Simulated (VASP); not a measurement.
Ca, 1 atom in the cell. The structure is cubic, space group Fm-3m (No. 225). Conventional cell: a = 5.588 Å, b = 5.588 Å, c = 5.588 Å, α = 90.00°, β = 90.00°, γ = 90.00°. Ca (site symmetry m-3m) has 12 Ca at 3.95 Å within 5.2 Å. 

| Quantity | Value |
| --- | --- |
| Program | VASP 6.6.1 |
| Task | relaxation of cell and atoms |
| Functional | PBE |
| Potentials or basis | VASP PAW PBE potentials, release 64 (Ca_sv) |
| Cutoff | 600 eV |
| k mesh | 8 × 8 × 8 |
| Occupations | fermi-dirac, width 0.05 eV |
| Spin | no spin polarisation |
| Target pressure | 30 GPa |
| Dipole correction | no |
| Further INCAR settings | ALGO = Fast; EDIFF = 1e-06; IBRION = 2; EDIFFG = -0.01; NSW = 60; ISIF = 3 |

Potentials or basis: VASP PAW PBE potentials, release 64 (Ca_sv).

Command:

```sh
$ cat potpaw_PBE.64/Ca_sv/POTCAR > POTCAR
$ mpirun -np 1 vasp_std > vasp.out
```

Hardware: 1 thread of Intel(R) Xeon(R) 6975P-C (Granite Rapids), on a shared host.

**Question.** Estimate the wall time of this run.

**Answer.** It took 94 s on 1 thread of Intel(R) Xeon(R) 6975P-C (Granite Rapids), on a shared host, peak memory 0.21 GiB. Counts: scf iterations 175, k points 29, ion steps 23.
